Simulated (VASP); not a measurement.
Here is a VASP 6.6.1 calculation.

INCAR

```
ALGO = Normal ; EDIFF = 1E-7
ENCUT = 520 ; GGA = PE
ISIF = 2 ; ISMEAR = 0
ISPIN = 2 ; LASPH = True
LCHARG = False ; LMAXMIX = 4
LORBIT = 11 ; LREAL = False
LWAVE = False ; MAGMOM = 1 1 1 0 0 0 0
NBANDS = 38 ; NELM = 150
PREC = Accurate ; SIGMA = 0.1
```

The input KPOINTS:

```
k-points
0
Gamma
  6 6 4
```

File POSCAR:

```
Ta3Si3N
1.0
    4.6288331300      0.0000000000      0.0000000000
   -2.3144165700      4.0086870800      0.0000000000
    0.0000000000      0.0000000000      5.9442231900
Ta Si N
3 3 1
Direct
    0.5000000000      0.0000000000      0.0000000000
    0.0000000000      0.5000000000      0.0000000000
    0.5000000000      0.5000000000      0.0000000000
    0.5000000000      0.0000000000      0.5000000000
    0.0000000000      0.5000000000      0.5000000000
    0.5000000000      0.5000000000      0.5000000000
    0.0000000000      0.0000000000      0.0000000000
```

Potentials or basis: VASP PAW PBE potentials, release 64 (Ta_pv, Si, N).

Run with:

```bash
$ cat potpaw_PBE.64/Ta_pv/POTCAR potpaw_PBE.64/Si/POTCAR potpaw_PBE.64/N/POTCAR > POTCAR
$ mpirun -np 1 vasp_std > vasp.out
```

Problem. Estimate the band gap on the k mesh.

Solution. Zero (filled and empty bands overlap).

Problem. What does it give for the net moment?

Solution. 0.00 μB per cell.

Problem. What does it give for the pressure?

Solution. 35.4 GPa.

Stress tensor (GPa, compression positive):
```
57.59  0.00  0.00
 0.00 57.59  0.00
 0.00  0.00 -9.10
```

Caveat: the cell stands under pressure; spin-orbit coupling is left out, which moves the levels of the heavy elements.
